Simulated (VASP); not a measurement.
# InGa3As4 (P-43m) in VASP: density of states with PBE

Aim: the density of states of InGa3As4 with PBE.

Program: VASP 6.6.1. These are calculated values, not measurements. Logs are shortened: lines on timing, memory, paths and dates and some standing lists are left out, and cuts for length are marked.

## (1) The cell of the first run

The structure is cubic, space group P-43m (No. 215). Conventional cell: a = 5.858 Å, b = 5.858 Å, c = 5.858 Å, α = 90.00°, β = 90.00°, γ = 90.00°. In (site symmetry -43m) has 4 As at 2.63 Å within 3.5 Å. Ga (site symmetry -42m) has 4 As at 2.51 Å within 3.3 Å. Within 3.3 Å of As (site symmetry 3m) lie 3 Ga at 2.51 Å and 1 In at 2.63 Å.

## (2) Density of states, PBE

Contents of POSCAR:

```
InGa3As4
1.0
    5.8577812000      0.0000000000      0.0000000000
    0.0000000000      5.8577812000      0.0000000000
    0.0000000000      0.0000000000      5.8577812000
In Ga As
1 3 4
Direct
    0.0000000000      0.0000000000      0.0000000000
    0.5000000000      0.0000000000      0.5000000000
    0.5000000000      0.5000000000      0.0000000000
    0.0000000000      0.5000000000      0.5000000000
    0.2593680000      0.7406320000      0.7406320000
    0.2593680000      0.2593680000      0.2593680000
    0.7406320000      0.7406320000      0.2593680000
    0.7406320000      0.2593680000      0.7406320000
```

Contents of INCAR.step1:

```
SYSTEM = InGa3As4
PREC = Accurate
ENCUT = 520
EDIFF = 1E-6
ISMEAR = 0
SIGMA = 0.1
LREAL = .False.
LASPH = .True.
NELM = 80
ALGO = Normal
ISIF = 2
LWAVE = .False.
LCHARG = .True.
GGA = PE
NBANDS = 46
```

Contents of KPOINTS.step1:

```
Automatic mesh
0
Gamma
  6 6 6
  0 0 0
```

Contents of INCAR.step2:

```
SYSTEM = InGa3As4
PREC = Accurate
ENCUT = 520
EDIFF = 1E-6
ISMEAR = -5
SIGMA = 0.1
LREAL = .False.
LASPH = .True.
NELM = 80
ALGO = Normal
ISIF = 2
LWAVE = .False.
LCHARG = .False.
GGA = PE
LORBIT = 11
NEDOS = 2001
ICHARG = 11
```

Contents of KPOINTS.step2:

```
Automatic mesh
0
Gamma
  9 9 9
  0 0 0
```

Potentials or basis: VASP PAW PBE potentials, release 64 (In_d, Ga_d, As).

Started as:

```console
cat potpaw_PBE.64/In_d/POTCAR potpaw_PBE.64/Ga_d/POTCAR potpaw_PBE.64/As/POTCAR > POTCAR
cp INCAR.step1 INCAR
cp KPOINTS.step1 KPOINTS
mpirun -np 1 vasp_std > vasp.out
cp INCAR.step2 INCAR
cp KPOINTS.step2 KPOINTS
mpirun -np 1 vasp_std > vasp.out
```

OUTCAR:

```text
SYSTEM = InGa3As4
   PREC = Accurate
   ENCUT = 520
   EDIFF = 1E-6
   ISMEAR = -5
   LREAL = .False.
   LASPH = .True.
   NELM = 80
   ISIF = 2
   GGA = PE
   LORBIT = 11
   ICHARG = 11

 ion  position               nearest neighbor table
   1  0.000  0.000  0.000-   5 2.63   6 2.63   7 2.63   8 2.63
   2  0.500  0.000  0.500-   5 2.51   6 2.51   7 2.51   8 2.51
   3  0.500  0.500  0.000-   5 2.51   6 2.51   7 2.51   8 2.51
   4  0.000  0.500  0.500-   5 2.51   6 2.51   7 2.51   8 2.51
   5  0.259  0.741  0.741-   2 2.51   3 2.51   4 2.51   1 2.63
   6  0.259  0.259  0.259-   2 2.51   3 2.51   4 2.51   1 2.63
   7  0.741  0.741  0.259-   2 2.51   3 2.51   4 2.51   1 2.63
   8  0.741  0.259  0.741-   2 2.51   3 2.51   4 2.51   1 2.63

  LATTYP: Found a simple cubic cell.
 ALAT       =     5.8577812000

  Lattice vectors:

 A1 = (   5.8577812000,   0.0000000000,   0.0000000000)
 A2 = (   0.0000000000,   5.8577812000,   0.0000000000)
 A3 = (   0.0000000000,   0.0000000000,   5.8577812000)

Analysis of symmetry for initial positions (statically):
=====================================================================
 Subroutine PRICEL returns:
 Original cell was already a primitive cell.

 Routine SETGRP: Setting up the symmetry group for a
 simple cubic supercell.

 Subroutine GETGRP returns: Found 24 space group operations
 (whereof 24 operations were pure point group operations)
 out of a pool of 48 trial point group operations.

The static configuration has the point symmetry T_d .

Analysis of symmetry for dynamics (positions and initial velocities):
=====================================================================
 Subroutine PRICEL returns:
 Original cell was already a primitive cell.

 Routine SETGRP: Setting up the symmetry group for a
 simple cubic supercell.

 Subroutine GETGRP returns: Found 24 space group operations
 (whereof 24 operations were pure point group operations)
 out of a pool of 48 trial point group operations.

The dynamic configuration has the point symmetry T_d .

 Subroutine INISYM returns: Found 24 space group operations
 (whereof 24 operations are pure point group operations),
 and found     1 'primitive' translations

----------------------------------------------------------------------------------------

                                     Primitive cell

  volume of cell :     201.0016

  direct lattice vectors                    reciprocal lattice vectors
     5.857781200  0.000000000  0.000000000     0.170713102  0.000000000  0.000000000
     0.000000000  5.857781200  0.000000000     0.000000000  0.170713102  0.000000000
     0.000000000  0.000000000  5.857781200     0.000000000  0.000000000  0.170713102

  length of vectors
     5.857781200  5.857781200  5.857781200     0.170713102  0.170713102  0.170713102

  position of ions in fractional coordinates (direct lattice)
     0.000000000  0.000000000  0.000000000
     0.500000000  0.000000000  0.500000000
     0.500000000  0.500000000  0.000000000
     0.000000000  0.500000000  0.500000000
     0.259368000  0.740632000  0.740632000
     0.259368000  0.259368000  0.259368000
     0.740632000  0.740632000  0.259368000
     0.740632000  0.259368000  0.740632000

  ion indices of the primitive-cell ions
   primitive index   ion index
                 1           1
                 2           2
                 3           3
                 4           4
                 5           5
                 6           6
                 7           7
                 8           8

----------------------------------------------------------------------------------------

 KPOINTS: Automatic mesh

Automatic generation of k-mesh.
 Grid dimensions read from file:
 generate k-points for:    9    9    9

 Generating k-lattice:

  Cartesian coordinates                     Fractional coordinates (reciprocal lattice)
     0.018968122  0.000000000  0.000000000     0.111111111  0.000000000  0.000000000
     0.000000000  0.018968122  0.000000000     0.000000000  0.111111111  0.000000000
     0.000000000  0.000000000  0.018968122     0.000000000  0.000000000  0.111111111

  Length of vectors
     0.018968122  0.018968122  0.018968122

  Shift w.r.t. Gamma in fractional coordinates (k-lattice)
     0.000000000  0.000000000  0.000000000

 TETIRR: Found    353 inequivalent tetrahedra from     4374

 Subroutine IBZKPT returns following result:
 ===========================================

 Found     35 irreducible k-points:

 Following reciprocal coordinates:
            Coordinates               Weight
  0.000000  0.000000  0.000000      1.000000
  0.111111  0.000000  0.000000      6.000000
  0.222222  0.000000  0.000000      6.000000
  0.333333  0.000000  0.000000      6.000000
  0.444444  0.000000  0.000000      6.000000
  0.111111  0.111111  0.000000     12.000000
[... 16 lines left out ...]
  0.333333  0.333333  0.111111     24.000000
  0.444444  0.333333  0.111111     48.000000
 [... further k-points ...]
   k-points           NKPTS =     35   k-points in BZ     NKDIM =     35   number of bands    NBANDS=     43
   number of dos      NEDOS =   2001   number of ions     NIONS =      8
   total plane-waves  NPLWV = 110592
   dimension x,y,z NGX =    48 NGY =   48 NGZ =   48
   dimension x,y,z NGXF=    96 NGYF=   96 NGZF=   96
   ions per type =               1   3   4
   NGX,Y,Z   is equivalent  to a cutoff of  13.62, 13.62, 13.62 a.u.
   NGXF,Y,Z  is equivalent  to a cutoff of  27.25, 27.25, 27.25 a.u.
 SYSTEM =  InGa3As4
   PREC   = accura    normal or accurate (medium, high low for compatibility)
   ISTART =      0    job   : 0-new  1-cont  2-samecut
   ICHARG =     11    charge: 1-file 2-atom 10-const
   ISPIN  =      1    spin polarized calculation?
   LNONCOLLINEAR =      F non collinear calculations
   LSORBIT =      F    spin-orbit coupling
   LASPH  =      T    aspherical Exc in radial PAW
   ENCUT  =  520.0 eV  38.22 Ry    6.18 a.u.  10.89 10.89 10.89*2*pi/ulx,y,z
   NELM   =     80;   NELMIN=  2; NELMDL=  0     # of ELM steps
   EDIFF  = 0.1E-05   stopping-criterion for ELM
   LREAL  =      F    real-space projection
   EDIFFG = 0.1E-04   stopping-criterion for IOM
   NSW    =      0    number of steps for IOM
   IBRION =     -1    ionic relax: 0-MD 1-quasi-New 2-CG
   NFREE  =      0    steps in history (QN), initial steepest desc. (CG)
   ISIF   =      2    stress and relaxation
   ISYM   =      2    0-nonsym 1-usesym 2-fastsym
   POTIM  = 0.5000    time-step for ionic-motion
   TEBEG  =    0.0;   TEEND  =   0.0 temperature during run
   PSTRESS=    0.0 pullay stress
   NELECT =      72.0000    total number of electrons
   NUPDOWN=      -1.0000    fix difference up-down
   EMIN   =  10.00;   EMAX   =-10.00  energy-range for DOS
   EFERMI =   0.00;   METHOD = LEGACY
   ISMEAR =    -5;   SIGMA  =   0.10  broadening in eV -4-tet -1-fermi 0-gaus
   EFERMI_NEDOS =   21; number of points for ismear=-14 and -15
   IALGO  =     38    algorithm
   IMIX   =      4    mixing-type and parameters
     AMIX     =   0.40;   BMIX     =  1.00
     AMIX_MAG =   1.60;   BMIX_MAG =  1.00
  volume/ion in A,a.u.               =      25.13       169.55
  Fermi-wavevector in a.u.,A,eV,Ry     =   1.162659  2.197108 18.392042  1.351777
  Thomas-Fermi vector in A             =   2.299218
   LORBIT       =     11    0 simple, 1 ext, 2 COOP (PROOUT), +10 PAW based schemes
   GGA     = PE    functional components
   LHFCALC =     F    Hartree Fock is set to
   AEXX    =    0.0000 exact exchange contribution
   IVDW    =     0    specifies the selected vdW correction
   LEPSILON=     F    determine dielectric tensor
   LRPA    =     F    only Hartree local field effects (RPA)
 non-spin polarized calculation
 Fermi weights with tetrahedron method with Bloechl corrections
  energy-cutoff  :      520.00
  volume of cell :      201.00
 maximum number of plane-waves:      5457
 NGX is ok and might be reduce to    48

 number of electron      71.9999957 magnetization

 Free energy of the ion-electron system (eV)
  ---------------------------------------------------
  ext. energy  EPLUGINS =         0.00000000
  ---------------------------------------------------
  free energy    TOTEN  =       -32.40661953 eV

  energy without entropy =      -32.40661953  energy(sigma->0) =      -32.40661953

 E-fermi :   3.6161     XC(G=0):  -9.2224

 val. band max:        3.6158758396   @ k =   0.0000   0.0000   0.0000
 cond. band min:       3.6158758398   @ k =   0.0000   0.0000   0.0000
 fundamental gap:      0.0000000002
 Fermi energy:         3.6160670496

 k-point     1 :       0.0000    0.0000    0.0000
  band No.  band energies     occupation
      1     -11.1906      2.00000
      2     -11.1906      2.00000
      3     -11.1906      2.00000
      4     -11.1168      2.00000
      5     -11.1168      2.00000
      6     -11.1168      2.00000
[... 35 lines left out ...]
     42       5.4764      0.00000
     43       5.4764      0.00000

 k-point     2 :       0.1111    0.0000    0.0000
  band No.  band energies     occupation
      1     -11.1896      2.00000
      2     -11.1896      2.00000
      3     -11.1889      2.00000
      4     -11.1190      2.00000
      5     -11.1163      2.00000
      6     -11.1163      2.00000
[... 35 lines left out ...]
     42       5.6656      0.00000
     43       5.6761      0.00000

 k-point     3 :       0.2222    0.0000    0.0000
  band No.  band energies     occupation
      1     -11.1870      2.00000
      2     -11.1870      2.00000
      3     -11.1843      2.00000
      4     -11.1250      2.00000
      5     -11.1150      2.00000
      6     -11.1150      2.00000
[... 919 lines left out ...]
      6     -11.1118      2.00000
[... 35 lines left out ...]
     42       7.6893      0.00000
     43       8.1411      0.00000

 k-point    24 :       0.4444    0.3333    0.1111
  band No.  band energies     occupation
      1     -11.1802      2.00000
      2     -11.1713      2.00000
      3     -11.1650      2.00000
      4     -11.1505      2.00000
      5     -11.1115      2.00000
      6     -11.1105      2.00000
[... 35 lines left out ...]
     42       7.7749      0.00000
     43       7.9675      0.00000

 [... further k-points ...]
[... 5 lines left out ...]
  --------------------------------------------------------------------------------------
  -------------------------------------------------------------------------------------
  Total        0.0206455      0.0206455      0.0206455      0.0000000      0.0000000     -0.0000000
  in kB        0.1645646      0.1645646      0.1645646      0.0000000      0.0000000     -0.0000000
  external PRESSURE =       0.1645646 kB  Pullay stress =       0.0000000 kB

 VOLUME and BASIS-vectors are now :
 -----------------------------------------------------------------------------
  energy-cutoff  :      520.00
  volume of cell :      201.00
      direct lattice vectors                 reciprocal lattice vectors
     5.857781200  0.000000000  0.000000000     0.170713102  0.000000000  0.000000000
     0.000000000  5.857781200  0.000000000     0.000000000  0.170713102  0.000000000
     0.000000000  0.000000000  5.857781200     0.000000000  0.000000000  0.170713102

 POSITION                                       TOTAL-FORCE (eV/Angst)
 -----------------------------------------------------------------------------------
      0.00000      0.00000      0.00000         0.000000     -0.000000     -0.000000
      2.92889      0.00000      2.92889        -0.000000     -0.000000     -0.000000
      2.92889      2.92889      0.00000        -0.000000     -0.000000      0.000000
      0.00000      2.92889      2.92889         0.000000     -0.000000      0.000000
      1.51932      4.33846      4.33846        -0.009565      0.009565      0.009565
      1.51932      1.51932      1.51932        -0.009565     -0.009565     -0.009565
      4.33846      4.33846      1.51932         0.009565      0.009565     -0.009565
      4.33846      1.51932      4.33846         0.009565     -0.009565      0.009565
 -----------------------------------------------------------------------------------
    total drift:                                0.000000      0.000000     -0.000000

  FREE ENERGIE OF THE ION-ELECTRON SYSTEM (eV)
  ---------------------------------------------------
  free  energy   TOTEN  =       -32.4066195302 eV

  energy  without entropy=      -32.4066195302  energy(sigma->0) =      -32.40661953

 total charge

# of ion       s       p       d       tot
------------------------------------------
    1        0.851   0.739   9.883  11.473
    2        0.885   0.726   9.983  11.594
    3        0.885   0.726   9.983  11.594
    4        0.885   0.726   9.983  11.594
    5        1.218   1.550   0.025   2.794
    6        1.218   1.550   0.025   2.794
    7        1.218   1.550   0.025   2.794
    8        1.218   1.550   0.025   2.794
--------------------------------------------------
tot          8.379   9.119  39.934  57.432
```

It took 14 min on 1 thread of AMD EPYC 7R13, shared host; peak memory 0.45 GiB.

What came out:

| Quantity | Value |
| --- | --- |
| Valence electrons inside the program's atomic spheres | In 11.47; Ga 11.59; As 2.79 |

Levels at points of the mesh, in eV from the Fermi level:
| k point | band 34 | band 35 | band 36 | band 37 | band 38 | band 39 |
| --- | --- | --- | --- | --- | --- | --- |
| (0.00, 0.00, 0.00) | -0.14 | 0.00 | 0.00 | 0.00 | 1.59 | 1.59 |

Caveat: spin-orbit coupling is left out, which moves the levels of the heavy elements; tetrahedron occupations give inexact forces and stress in metals.
